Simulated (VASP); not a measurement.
# Ga8CN7 (a cell with a defect) in VASP: notebook

Ga8CN7 (a cell with a defect) is run at these levels: PBE; tasks: single point.

Everything below comes from runs of VASP 6.6.1. Logs are shortened: lines on timing, memory, paths and dates and some standing lists are left out, and cuts for length are marked.

## (1) The cell of the first run

The cell holds a defect, 16 atoms: a = 5.243 Å, b = 6.437 Å, c = 6.437 Å, α = 120.00°, β = 90.00°, γ = 90.00°.

## (2) Single point, PBE

Input file INCAR:

```
SYSTEM = Ga8CN7
  ALGO = Normal
  EDIFF = 1E-6
  ENCUT = 520
  GGA = PE
  ISIF = 2
  ISMEAR = 0
  LASPH = .True.
  LCHARG = .False.
  LREAL = Auto
  LWAVE = .False.
  NBANDS = 86
  NELECT = 144.0
  NELM = 60
  PREC = Accurate
  SIGMA = 0.01
```

Input file KPOINTS:

```
k-points
0
Gamma
  3 3 3
  0 0 0
```

Input file POSCAR:

```
Ga8CN7
1.0
    0.0000000000      0.0000000000     -5.2431683713
   -3.2183708025     -5.5743817476      0.0000000000
   -3.2183708025      5.5743817476      0.0000000000
Ga C N
8 1 7
Direct
    0.4981112721      0.1650341119      0.8342805706
    0.4993797705      0.1672133692      0.3353512555
    0.4993730908      0.6639176532      0.8320504028
    0.4993211745      0.6639785511      0.3353364447
    0.0036765796      0.3289659091      0.1620386610
    0.0037444738      0.3288917713      0.6703640439
    0.0040179690      0.8317122754      0.1675670380
    0.0036986229      0.8373260791      0.6704155045
    0.1259829556      0.1650698866      0.8342958128
    0.1241954958      0.1655095695      0.3344853686
    0.1241655344      0.6648644591      0.8338790914
    0.1241703431      0.6648969864      0.3344654680
    0.6259475303      0.3337403440      0.1716416232
    0.6259624957      0.3336971550      0.6655924077
    0.6246717457      0.8317018630      0.1675575592
    0.6259214043      0.8277040108      0.6655716782
```

Potentials or basis: VASP PAW PBE potentials, release 64 (Ga_d, C, N).

The run is started by

```console
> cat potpaw_PBE.64/Ga_d/POTCAR potpaw_PBE.64/C/POTCAR potpaw_PBE.64/N/POTCAR > POTCAR
> mpirun -np 1 vasp_std > vasp.out
```

OUTCAR:

```text
SYSTEM = Ga8CN7
   EDIFF = 1E-6
   ENCUT = 520
   GGA = PE
   ISIF = 2
   ISMEAR = 0
   LASPH = .True.
   LREAL = Auto
   NELECT = 144.0
   NELM = 60
   PREC = Accurate

 ion  position               nearest neighbor table
   1  0.498  0.165  0.834-   9 1.95  16 2.00  14 2.00  13 2.00
   2  0.499  0.167  0.335-  13 1.96  14 1.96  10 1.97  15 1.98
   3  0.499  0.664  0.832-  14 1.96  16 1.96  11 1.97  15 1.98
   4  0.499  0.664  0.335-  16 1.96  13 1.96  12 1.97  15 1.98
   5  0.004  0.329  0.162-   9 1.94  10 1.98  12 1.98  13 1.98
   6  0.004  0.329  0.670-   9 1.94  10 1.98  11 1.98  14 1.98
[... 8 lines left out ...]
  15  0.625  0.832  0.168-   3 1.98   2 1.98   4 1.98   7 1.99
  16  0.626  0.828  0.666-   4 1.96   3 1.96   8 1.98   1 2.00

  LATTYP: Found a hexagonal cell.
 ALAT       =     6.4367416051
 C/A-ratio  =     0.8145687202

  Lattice vectors:

 A1 = (  -3.2183708025,  -5.5743817476,   0.0000000000)
 A2 = (  -3.2183708025,   5.5743817476,   0.0000000000)
 A3 = (   0.0000000000,   0.0000000000,  -5.2431683713)

Analysis of symmetry for initial positions (statically):
=====================================================================
 Subroutine PRICEL returns:
 Original cell was already a primitive cell.

 Routine SETGRP: Setting up the symmetry group for a
 hexagonal supercell.

 Subroutine GETGRP returns: Found  1 space group operations
 (whereof  1 operations were pure point group operations)
 out of a pool of 24 trial point group operations.

The static configuration has the point symmetry C_1 .

Analysis of symmetry for dynamics (positions and initial velocities):
=====================================================================
 Subroutine PRICEL returns:
 Original cell was already a primitive cell.

 Routine SETGRP: Setting up the symmetry group for a
 hexagonal supercell.

 Subroutine GETGRP returns: Found  1 space group operations
 (whereof  1 operations were pure point group operations)
 out of a pool of 24 trial point group operations.

The dynamic configuration has the point symmetry C_1 .

 Subroutine INISYM returns: Found  1 space group operations
 (whereof  1 operations are pure point group operations),
 and found     1 'primitive' translations

----------------------------------------------------------------------------------------

                                     Primitive cell

  volume of cell :     188.1294

  direct lattice vectors                    reciprocal lattice vectors
     0.000000000  0.000000000 -5.243168371     0.000000000  0.000000000 -0.190724373
    -3.218370802 -5.574381748  0.000000000    -0.155358108 -0.089696046  0.000000000
    -3.218370802  5.574381748  0.000000000    -0.155358108  0.089696046  0.000000000

  length of vectors
     5.243168371  6.436741605  6.436741605     0.190724373  0.179392091  0.179392091

  position of ions in fractional coordinates (direct lattice)
     0.498111272  0.165034112  0.834280571
     0.499379770  0.167213369  0.335351256
     0.499373091  0.663917653  0.832050403
     0.499321174  0.663978551  0.335336445
     0.003676580  0.328965909  0.162038661
     0.003744474  0.328891771  0.670364044
[... 8 lines left out ...]
     0.624671746  0.831701863  0.167557559
     0.625921404  0.827704011  0.665571678

  ion indices of the primitive-cell ions
   primitive index   ion index
                 1           1
                 2           2
                 3           3
                 4           4
                 5           5
                 6           6
[... 8 lines left out ...]
                15          15
                16          16

----------------------------------------------------------------------------------------

 KPOINTS: k-points

Automatic generation of k-mesh.
 Grid dimensions read from file:
 generate k-points for:    3    3    3

 Generating k-lattice:

  Cartesian coordinates                     Fractional coordinates (reciprocal lattice)
     0.000000000  0.000000000 -0.063574791     0.333333333  0.000000000  0.000000000
    -0.051786036 -0.029898682  0.000000000     0.000000000  0.333333333  0.000000000
    -0.051786036  0.029898682  0.000000000     0.000000000  0.000000000  0.333333333

  Length of vectors
     0.063574791  0.059797364  0.059797364

  Shift w.r.t. Gamma in fractional coordinates (k-lattice)
     0.000000000  0.000000000  0.000000000

 Subroutine IBZKPT returns following result:
 ===========================================

 Found     14 irreducible k-points:

 Following reciprocal coordinates:
            Coordinates               Weight
  0.000000  0.000000  0.000000      1.000000
  0.333333  0.000000  0.000000      2.000000
  0.000000  0.333333  0.000000      2.000000
  0.000000  0.000000  0.333333      2.000000
  0.000000 -0.333333  0.333333      2.000000
  0.333333  0.333333  0.000000      2.000000
  0.333333  0.000000  0.333333      2.000000
  0.333333 -0.333333  0.333333      2.000000
  0.333333 -0.333333 -0.000000      2.000000
  0.333333 -0.000000 -0.333333      2.000000
  0.333333  0.333333 -0.333333      2.000000
  0.000000  0.333333  0.333333      2.000000
  0.333333  0.333333  0.333333      2.000000
  0.333333 -0.333333 -0.333333      2.000000
   k-points           NKPTS =     14   k-points in BZ     NKDIM =     14   number of bands    NBANDS=     86
   number of dos      NEDOS =    301   number of ions     NIONS =     16
   total plane-waves  NPLWV =  92160
   dimension x,y,z NGX =    40 NGY =   48 NGZ =   48
   dimension x,y,z NGXF=    80 NGYF=   96 NGZF=   96
   ions per type =               8   1   7
   NGX,Y,Z   is equivalent  to a cutoff of  12.68, 12.40, 12.40 a.u.
   NGXF,Y,Z  is equivalent  to a cutoff of  25.37, 24.79, 24.79 a.u.
 SYSTEM =  Ga8CN7
   PREC   = accura    normal or accurate (medium, high low for compatibility)
   ISTART =      0    job   : 0-new  1-cont  2-samecut
   ICHARG =      2    charge: 1-file 2-atom 10-const
   ISPIN  =      1    spin polarized calculation?
   LNONCOLLINEAR =      F non collinear calculations
   LSORBIT =      F    spin-orbit coupling
   LASPH  =      T    aspherical Exc in radial PAW
   ENCUT  =  520.0 eV  38.22 Ry    6.18 a.u.   9.75 11.97 11.97*2*pi/ulx,y,z
   NELM   =     60;   NELMIN=  2; NELMDL= -5     # of ELM steps
   EDIFF  = 0.1E-05   stopping-criterion for ELM
   LREAL  =      T    real-space projection
   EDIFFG = 0.1E-04   stopping-criterion for IOM
   NSW    =      0    number of steps for IOM
   IBRION =     -1    ionic relax: 0-MD 1-quasi-New 2-CG
   NFREE  =      0    steps in history (QN), initial steepest desc. (CG)
   ISIF   =      2    stress and relaxation
   ISYM   =      2    0-nonsym 1-usesym 2-fastsym
   POTIM  = 0.5000    time-step for ionic-motion
   TEBEG  =    0.0;   TEEND  =   0.0 temperature during run
   PSTRESS=    0.0 pullay stress
   NELECT =     144.0000    total number of electrons
   NUPDOWN=      -1.0000    fix difference up-down
   EMIN   =  10.00;   EMAX   =-10.00  energy-range for DOS
   EFERMI =   0.00;   METHOD = LEGACY
   ISMEAR =     0;   SIGMA  =   0.01  broadening in eV -4-tet -1-fermi 0-gaus
   EFERMI_NEDOS =   21; number of points for ismear=-14 and -15
   IALGO  =     38    algorithm
   IMIX   =      4    mixing-type and parameters
     AMIX     =   0.40;   BMIX     =  1.00
     AMIX_MAG =   1.60;   BMIX_MAG =  1.00
  volume/ion in A,a.u.               =      11.76        79.35
  Fermi-wavevector in a.u.,A,eV,Ry     =   1.497534  2.829930 30.512551  2.242609
  Thomas-Fermi vector in A             =   2.609410
   LORBIT       =      0    0 simple, 1 ext, 2 COOP (PROOUT), +10 PAW based schemes
   GGA     = PE    functional components
   LHFCALC =     F    Hartree Fock is set to
   AEXX    =    0.0000 exact exchange contribution
   IVDW    =     0    specifies the selected vdW correction
   LEPSILON=     F    determine dielectric tensor
   LRPA    =     F    only Hartree local field effects (RPA)
 non-spin polarized calculation
 Gauss-broadening in eV      SIGMA  =   0.01
  energy-cutoff  :      520.00
  volume of cell :      188.13
 maximum number of plane-waves:      5076
 NGX is ok and might be reduce to    40
   NGX = 19   NGY = 23   NGZ = 23

 number of electron     143.9999971 magnetization

 Free energy of the ion-electron system (eV)
  ---------------------------------------------------
  ext. energy  EPLUGINS =         0.00000000
  ---------------------------------------------------
  free energy    TOTEN  =       -89.45625795 eV

  energy without entropy =      -89.45625795  energy(sigma->0) =      -89.45625795

 E-fermi :   5.7596     XC(G=0): -11.5971

 val. band max:        5.7116135990   @ k =   0.0000   0.0000   0.0000
 cond. band min:       7.0700350981   @ k =   0.0000   0.0000   0.0000
 fundamental gap:      1.3584214991
 Fermi energy:         5.7595537122

 k-point     1 :       0.0000    0.0000    0.0000
  band No.  band energies     occupation
      1     -10.6810      2.00000
      2      -9.9796      2.00000
      3      -9.9323      2.00000
      4      -9.9322      2.00000
      5      -9.9158      2.00000
      6      -9.7793      2.00000
[... 76 lines left out ...]
     83      11.6149      0.00000
     84      13.4440      0.00000

 k-point     2 :       0.3333    0.0000    0.0000
  band No.  band energies     occupation
      1     -10.4277      2.00000
      2     -10.0190      2.00000
      3      -9.9281      2.00000
      4      -9.8610      2.00000
      5      -9.8609      2.00000
      6      -9.7807      2.00000
[... 1033 lines left out ...]
     83      12.1628      0.00000
     84      12.5621      0.00000

 k-point    14 :       0.3333   -0.3333   -0.3333
  band No.  band energies     occupation
      1     -10.1033      2.00000
      2     -10.0330      2.00000
      3      -9.9596      2.00000
      4      -9.8850      2.00000
      5      -9.8432      2.00000
      6      -9.8052      2.00000
[... 76 lines left out ...]
     83      12.1629      0.00000
     84      12.5636      0.00000
 [bands above 84 left out]

------------------------ aborting loop because EDIFF is reached ----------------------------------------

  FORCE on cell =-STRESS in cart. coord.  units (eV):
  Direction    XX          YY          ZZ          XY          YZ          ZX
  --------------------------------------------------------------------------------------
  -------------------------------------------------------------------------------------
  Total       13.5203143     13.5310024     13.8441520     -0.0055704     -0.0004278     -0.0034683
  in kB      115.1438600    115.2348838    117.9017777     -0.0474394     -0.0036430     -0.0295374
  external PRESSURE =     116.0935071 kB  Pullay stress =       0.0000000 kB

 VOLUME and BASIS-vectors are now :
 -----------------------------------------------------------------------------
  energy-cutoff  :      520.00
  volume of cell :      188.13
      direct lattice vectors                 reciprocal lattice vectors
     0.000000000  0.000000000 -5.243168371     0.000000000  0.000000000 -0.190724373
    -3.218370802 -5.574381748  0.000000000    -0.155358108 -0.089696046  0.000000000
    -3.218370802  5.574381748  0.000000000    -0.155358108  0.089696046  0.000000000

 POSITION                                       TOTAL-FORCE (eV/Angst)
 -----------------------------------------------------------------------------------
     -3.21617      3.73064     -2.61168        -0.000823      0.002058      0.022388
     -1.61744      0.93726     -2.61833        -0.003144     -0.002647     -0.000351
     -4.81458      0.93724     -2.61830         0.002280     -0.003728      0.000597
     -3.21617     -1.83198     -2.61802        -0.000333      0.005224     -0.001093
     -1.58023     -0.93052     -0.01928         0.019685     -0.011359     -0.019735
     -3.21598      1.90350     -0.01963        -0.003241      0.022361     -0.016299
[... 8 lines left out ...]
     -3.21599     -3.70219     -3.27526        -0.001284     -0.000756      0.004387
     -4.80591     -0.90379     -3.28181         0.006058      0.004061     -0.014819
 -----------------------------------------------------------------------------------
    total drift:                                0.000062      0.009083     -0.006826

  FREE ENERGIE OF THE ION-ELECTRON SYSTEM (eV)
  ---------------------------------------------------
  free  energy   TOTEN  =       -89.4562579501 eV

  energy  without entropy=      -89.4562579501  energy(sigma->0) =      -89.45625795
```

Run time: 14 min. Hardware: 1 thread of Intel Xeon 8259CL, shared host; peak memory 0.38 GiB.

What came out:

| Quantity | Value |
| --- | --- |
| Free energy | -89.4563 eV |
| Largest force | 0.030 eV/Å |

Forces in eV/Å, atoms in the order of the input:
```
Ga  -0.001  0.002  0.022
Ga  -0.003 -0.003  0.000
Ga   0.002 -0.004  0.001
Ga   0.000  0.005 -0.001
Ga   0.020 -0.011 -0.020
Ga  -0.003  0.022 -0.016
Ga  -0.004 -0.002  0.003
Ga  -0.018 -0.012 -0.017
C    0.001  0.005  0.022
N   -0.003 -0.004  0.015
N    0.010 -0.006  0.013
N    0.000  0.009  0.015
N   -0.005  0.001 -0.012
N    0.001 -0.007 -0.013
N   -0.001 -0.001  0.004
N    0.006  0.004 -0.015
```

Caveat: the cell carries a net charge on a neutralising background, which shifts energy and pressure; the cell is charged against a uniform background, so pressure and absolute levels hang on convention.

(Part 1 of 2 ends here.)
